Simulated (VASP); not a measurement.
# Pb (P6_3/mmc) in VASP: relaxation of shape and atoms at fixed volume with r2SCAN

Aim: the relaxation of shape and atoms at fixed volume of Pb with r2SCAN.

Everything below comes from runs of VASP 6.6.1. Logs are shortened: lines on timing, memory, paths and dates and some standing lists are left out, and cuts for length are marked.

### 1 The cell of the first run

The structure is hexagonal, space group P6_3/mmc (No. 194). The conventional cell has a = 3.583 Å, b = 3.583 Å, c = 5.911 Å, α = 90.00°, β = 90.00°, γ = 120.00°. Within 4.7 Å of Pb (site symmetry -6m2) lie 12 Pb at 3.58 to 3.61 Å.

This isn't the form of Pb at room conditions, which is fcc.

### 2 Relaxation of shape and atoms at fixed volume, r2SCAN (32.85 Å³/atom)

Contents of POSCAR:

```
Pb
1.0
    3.5828385191      0.0000000000      0.0000000000
   -1.7914192595      3.1028291752      0.0000000000
    0.0000000000      0.0000000000      5.9106896538
Pb
2
Direct
    0.3333333333      0.6666666667      0.2500000000
    0.6666666667      0.3333333333      0.7500000000
```

Contents of INCAR.step1:

```
PREC = Accurate
ENCUT = 600
ISMEAR = 0
SIGMA = 0.1
LREAL = F
LASPH = T
NELM = 100
GGA = PE
ALGO = Normal
EDIFF = 1E-4
LWAVE = T
LCHARG = F
```

Contents of INCAR.step2:

```
PREC = Accurate
ENCUT = 600
EDIFF = 1E-7
ISMEAR = 0
SIGMA = 0.1
LREAL = F
LASPH = T
NELM = 100
ALGO = Normal
ISIF = 4
LWAVE = F
LCHARG = F
METAGGA = R2SCAN
LMIXTAU = T
IBRION = 2
NSW = 50
EDIFFG = -0.01
ISTART = 1
```

Contents of KPOINTS:

```
Automatic mesh
0
Gamma
  15 15 8
```

Potentials or basis: VASP PAW PBE potentials, release 64 (Pb_d).

Started as:

```bash
cat potpaw_PBE.64/Pb_d/POTCAR > POTCAR
cp INCAR.step1 INCAR
mpirun -np 1 vasp_std > vasp.out
cp INCAR.step2 INCAR
mpirun -np 1 vasp_std > vasp.out
```

OUTCAR:

```text
PREC = Accurate
   ENCUT = 600
   EDIFF = 1E-7
   ISMEAR = 0
   LREAL = F
   LASPH = T
   NELM = 100
   ISIF = 4
   METAGGA = R2SCAN
   IBRION = 2
   NSW = 50
   EDIFFG = -0.01
   ISTART = 1

 ion  position               nearest neighbor table
   1  0.333  0.667  0.250-   2 3.61   2 3.61   2 3.61   2 3.61   2 3.61   2 3.61
   2  0.667  0.333  0.750-   1 3.61   1 3.61   1 3.61   1 3.61   1 3.61   1 3.61

  LATTYP: Found a hexagonal cell.
 ALAT       =     3.5828385191
 C/A-ratio  =     1.6497225935

  Lattice vectors:

 A1 = (   3.5828385191,   0.0000000000,   0.0000000000)
 A2 = (  -1.7914192595,   3.1028291752,   0.0000000000)
 A3 = (   0.0000000000,   0.0000000000,   5.9106896538)

Analysis of symmetry for initial positions (statically):
=====================================================================
 Subroutine PRICEL returns:
 Original cell was already a primitive cell.

 Routine SETGRP: Setting up the symmetry group for a
 hexagonal supercell.

 Subroutine GETGRP returns: Found 24 space group operations
 (whereof 12 operations were pure point group operations)
 out of a pool of 24 trial point group operations.

The static configuration has the point symmetry D_3d.
 The point group associated with its full space group is D_6h.

Analysis of symmetry for dynamics (positions and initial velocities):
=====================================================================
 Subroutine PRICEL returns:
 Original cell was already a primitive cell.

 Routine SETGRP: Setting up the symmetry group for a
 hexagonal supercell.

 Subroutine GETGRP returns: Found 24 space group operations
 (whereof 12 operations were pure point group operations)
 out of a pool of 24 trial point group operations.

The dynamic configuration has the point symmetry D_3d.
 The point group associated with its full space group is D_6h.

 Subroutine INISYM returns: Found 24 space group operations
 (whereof 12 operations are pure point group operations),
 and found     1 'primitive' translations

----------------------------------------------------------------------------------------

                                     Primitive cell

  volume of cell :      65.7088

  direct lattice vectors                    reciprocal lattice vectors
     3.582838519  0.000000000  0.000000000     0.279108309  0.161143257  0.000000000
    -1.791419260  3.102829175  0.000000000     0.000000000  0.322286515  0.000000000
     0.000000000  0.000000000  5.910689654     0.000000000  0.000000000  0.169184995

  length of vectors
     3.582838519  3.582838519  5.910689654     0.322286515  0.322286515  0.169184995

  position of ions in fractional coordinates (direct lattice)
     0.333333333  0.666666667  0.250000000
     0.666666667  0.333333333  0.750000000

  ion indices of the primitive-cell ions
   primitive index   ion index
                 1           1
                 2           2

----------------------------------------------------------------------------------------

 KPOINTS: Automatic mesh

Automatic generation of k-mesh.
 Grid dimensions read from file:
 generate k-points for:   15   15    8

 Generating k-lattice:

  Cartesian coordinates                     Fractional coordinates (reciprocal lattice)
     0.018607221  0.010742884  0.000000000     0.066666667  0.000000000  0.000000000
     0.000000000  0.021485768  0.000000000     0.000000000  0.066666667  0.000000000
     0.000000000  0.000000000  0.021148124     0.000000000  0.000000000  0.125000000

  Length of vectors
     0.021485768  0.021485768  0.021148124

  Shift w.r.t. Gamma in fractional coordinates (k-lattice)
     0.000000000  0.000000000  0.000000000

 Subroutine IBZKPT returns following result:
 ===========================================

 Found    135 irreducible k-points:

 Following reciprocal coordinates:
            Coordinates               Weight
  0.000000  0.000000  0.000000      1.000000
  0.066667  0.000000  0.000000      6.000000
  0.133333  0.000000  0.000000      6.000000
  0.200000 -0.000000  0.000000      6.000000
  0.266667  0.000000  0.000000      6.000000
  0.333333  0.000000  0.000000      6.000000
[... 16 lines left out ...]
  0.333333  0.200000  0.000000     12.000000
  0.400000  0.200000  0.000000      6.000000
 [... further k-points ...]
   k-points           NKPTS =    135   k-points in BZ     NKDIM =    135   number of bands    NBANDS=     18
   number of dos      NEDOS =    301   number of ions     NIONS =      2
   total plane-waves  NPLWV =  43200
   dimension x,y,z NGX =    30 NGY =   30 NGZ =   48
   dimension x,y,z NGXF=    60 NGYF=   60 NGZF=   96
   ions per type =               2
   NGX,Y,Z   is equivalent  to a cutoff of  13.92, 13.92, 13.50 a.u.
   NGXF,Y,Z  is equivalent  to a cutoff of  27.84, 27.84, 27.00 a.u.
 SYSTEM =  unknown system
   PREC   = accura    normal or accurate (medium, high low for compatibility)
   ISTART =      1    job   : 0-new  1-cont  2-samecut
   ICHARG =      0    charge: 1-file 2-atom 10-const
   ISPIN  =      1    spin polarized calculation?
   LNONCOLLINEAR =      F non collinear calculations
   LSORBIT =      F    spin-orbit coupling
   LASPH  =      T    aspherical Exc in radial PAW
   ENCUT  =  600.0 eV  44.10 Ry    6.64 a.u.   7.16  7.16 11.81*2*pi/ulx,y,z
   NELM   =    100;   NELMIN=  2; NELMDL=  0     # of ELM steps
   EDIFF  = 0.1E-06   stopping-criterion for ELM
   LREAL  =      F    real-space projection
   EDIFFG = -.1E-01   stopping-criterion for IOM
   NSW    =     50    number of steps for IOM
   IBRION =      2    ionic relax: 0-MD 1-quasi-New 2-CG
   NFREE  =      1    steps in history (QN), initial steepest desc. (CG)
   ISIF   =      4    stress and relaxation
   ISYM   =      2    0-nonsym 1-usesym 2-fastsym
   POTIM  = 0.5000    time-step for ionic-motion
   TEBEG  =    0.0;   TEEND  =   0.0 temperature during run
   PSTRESS=    0.0 pullay stress
   NELECT =      28.0000    total number of electrons
   NUPDOWN=      -1.0000    fix difference up-down
   EMIN   =  10.00;   EMAX   =-10.00  energy-range for DOS
   EFERMI =   0.00;   METHOD = LEGACY
   ISMEAR =     0;   SIGMA  =   0.10  broadening in eV -4-tet -1-fermi 0-gaus
   EFERMI_NEDOS =   21; number of points for ismear=-14 and -15
   IALGO  =     38    algorithm
   IMIX   =      4    mixing-type and parameters
     AMIX     =   0.40;   BMIX     =  1.00
     AMIX_MAG =   1.60;   BMIX_MAG =  1.00
  volume/ion in A,a.u.               =      32.85       221.71
  Fermi-wavevector in a.u.,A,eV,Ry     =   1.231931  2.328012 20.648940  1.517654
  Thomas-Fermi vector in A             =   2.366721
   LORBIT       =      0    0 simple, 1 ext, 2 COOP (PROOUT), +10 PAW based schemes
   METAGGA = R2SCAN    functional components
   LHFCALC =     F    Hartree Fock is set to
   AEXX    =    0.0000 exact exchange contribution
   IVDW    =     0    specifies the selected vdW correction
   LEPSILON=     F    determine dielectric tensor
   LRPA    =     F    only Hartree local field effects (RPA)
 conjugate gradient relaxation of ions
 non-spin polarized calculation
 Gauss-broadening in eV      SIGMA  =   0.10
  energy-cutoff  :      600.00
  volume of cell :       65.71
 maximum number of plane-waves:      2220
 NGX is ok and might be reduce to    30
   NGX = 15   NGY = 15   NGZ = 23

 number of electron      28.0000003 magnetization

 Free energy of the ion-electron system (eV)
  ---------------------------------------------------
  ext. energy  EPLUGINS =         0.00000000
  ---------------------------------------------------
  free energy    TOTEN  =      -112.51477690 eV

  energy without entropy =     -112.51085105  energy(sigma->0) =     -112.51281397

 E-fermi :   6.3196     XC(G=0): -10.4995

 val. band max:        6.3135971015   @ k =   0.3333   0.0667   0.0000
 cond. band min:       6.3693759089   @ k =   0.2667   0.1333   0.0000
 fundamental gap:      0.0557788073
 Fermi energy:         6.3196277790

 k-point     1 :       0.0000    0.0000    0.0000
  band No.  band energies     occupation
      1     -11.3407      2.00000
      2     -11.3292      2.00000
      3     -11.3062      2.00000
      4     -11.3062      2.00000
      5     -11.2903      2.00000
      6     -11.2903      2.00000
[... 10 lines left out ...]
     17      13.4379      0.00000
     18      13.4379      0.00000

 k-point     2 :       0.0667    0.0000    0.0000
  band No.  band energies     occupation
      1     -11.3390      2.00000
      2     -11.3294      2.00000
      3     -11.3009      2.00000
      4     -11.2971      2.00000
      5     -11.2883      2.00000
      6     -11.2814      2.00000
[... 10 lines left out ...]
     17      13.3162      0.00000
     18      13.5156      0.00000

 k-point     3 :       0.1333    0.0000    0.0000
  band No.  band energies     occupation
      1     -11.3509      2.00000
      2     -11.3168      2.00000
      3     -11.2951      2.00000
      4     -11.2712      2.00000
      5     -11.2705      2.00000
      6     -11.2579      2.00000
[... 10 lines left out ...]
     17      13.0770      0.00000
     18      13.4571      0.00000

 k-point     4 :       0.2000   -0.0000    0.0000
  band No.  band energies     occupation
      1     -11.3718      2.00000
      2     -11.3051      2.00000
      3     -11.2877      2.00000
      4     -11.2771      2.00000
      5     -11.2658      2.00000
      6     -11.2340      2.00000
[... 375 lines left out ...]
      4     -11.2894      2.00000
      5     -11.2267      2.00000
      6     -11.2109      2.00000
[... 10 lines left out ...]
     17       9.1394      0.00000
     18       9.5734      0.00000

 k-point    23 :       0.3333    0.2000    0.0000
  band No.  band energies     occupation
      1     -11.3698      2.00000
      2     -11.3545      2.00000
      3     -11.2859      2.00000
      4     -11.2769      2.00000
      5     -11.2251      2.00000
      6     -11.2169      2.00000
[... 10 lines left out ...]
     17       8.6606      0.00000
     18       8.7817      0.00000

 k-point    24 :       0.4000    0.2000    0.0000
  band No.  band energies     occupation
      1     -11.3751      2.00000
      2     -11.3576      2.00000
      3     -11.2835      2.00000
      4     -11.2689      2.00000
      5     -11.2312      2.00000
      6     -11.2078      2.00000
[... 10 lines left out ...]
     17       8.1514      0.00000
     18       8.6696      0.00000

 [... further k-points ...]

------------------------ aborting loop because EDIFF is reached ----------------------------------------

  FORCE on cell =-STRESS in cart. coord.  units (eV):
  Direction    XX          YY          ZZ          XY          YZ          ZX
  --------------------------------------------------------------------------------------
  -------------------------------------------------------------------------------------
  Total       -0.9219241     -0.9219241     -0.9026991     -0.0000000      0.0000000      0.0000000
  in kB      -22.4792859    -22.4792859    -22.0105226     -0.0000000      0.0000000      0.0000000
  external PRESSURE =     -22.3230315 kB  Pullay stress =       0.0000000 kB

 VOLUME and BASIS-vectors are now :
 -----------------------------------------------------------------------------
  energy-cutoff  :      600.00
  volume of cell :       65.71
      direct lattice vectors                 reciprocal lattice vectors
     3.582838519  0.000000000  0.000000000     0.279108309  0.161143257  0.000000000
    -1.791419260  3.102829175  0.000000000     0.000000000  0.322286515  0.000000000
     0.000000000  0.000000000  5.910689654     0.000000000  0.000000000  0.169184995

 POSITION                                       TOTAL-FORCE (eV/Angst)
 -----------------------------------------------------------------------------------
     -0.00000      2.06855      1.47767        -0.000000     -0.000000      0.000000
      1.79142      1.03428      4.43302         0.000000      0.000000      0.000000
 -----------------------------------------------------------------------------------
    total drift:                               -0.000000      0.000000     -0.000000

  FREE ENERGIE OF THE ION-ELECTRON SYSTEM (eV)
  ---------------------------------------------------
  free  energy   TOTEN  =      -112.5147768999 eV

  energy  without entropy=     -112.5108510486  energy(sigma->0) =     -112.51281397

 reached required accuracy - stopping structural energy minimisation
```

It took 15 min on 1 thread of Oxide Virtual Turin-like, shared host; peak memory 0.29 GiB.

Results:

| Quantity | Value |
| --- | --- |
| Free energy | -112.5148 eV |
| Pressure after relaxing | -2.2 GPa |
| Band gap on the k mesh | zero (bands 14 and 15 overlap by 7.34 eV) |

Final structure:
```
Pb
1.0
     3.58284    0.00000    0.00000
    -1.79142    3.10283    0.00000
     0.00000    0.00000    5.91069
Pb
2
Direct
  0.33333 0.66667 0.25000
  0.66667 0.33333 0.75000
```

Levels at points of the mesh, in eV from the Fermi level:
| k point | band 12 | band 13 | band 14 | band 15 | band 16 | band 17 |
| --- | --- | --- | --- | --- | --- | --- |
| (0.00, 0.00, 0.00) | -8.46 | -3.96 | 5.47 | 5.47 | 7.05 | 7.12 |
| (0.00, 0.00, 0.50) | -10.60 | 0.62 | 0.62 | 6.25 | 6.25 | 6.25 |

Caveat: the relaxation stopped at its first step, so nothing moved; the PAW data sets were made with another functional, which shifts forces and pressure a little; spin-orbit coupling is left out, which moves the levels of the heavy elements.
